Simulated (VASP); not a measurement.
## CdTe: vibrations by perturbation theory with LDA

CdTe:

```
Cd Te
1.0
     3.25724    3.25724    0.00000
    -3.25724    3.25724    0.00000
     0.00000    3.25724    3.25724
Cd Te
1 1
Direct
  0.00000 0.00000 0.00000
  0.75000 0.25000 0.50000
```

```yaml
Program: VASP 6.6.1
Task: vibrations by perturbation theory
Functional: LDA
Potentials_or_basis: VASP PAW LDA potentials, release 64 (Cd, Te)
Cutoff: 520 eV
k_mesh: 6 × 6 × 6
Occupations: gaussian, width 0.01 eV
Spin: no spin polarisation
Dipole_correction: no
Further_INCAR_settings: ALGO = Normal; EDIFF = 1e-08; NBANDS = 16; IBRION = 8; NSW = 1
```

The highest phonon frequency at Γ, LO-TO splitting left out is 137 cm⁻¹.

Phonon frequencies in cm⁻¹ (negative: imaginary):
| q point | frequencies |
| --- | --- |
| (0.000, 0.000, 0.000) | 0 0 0 137 137 137 |

It took 58 s on 1 thread of Intel(R) Xeon(R) 6975P-C (Granite Rapids), on a shared host, peak memory 0.3 GiB.

Caveat: the cell stands under pressure or tension, which shifts response properties.
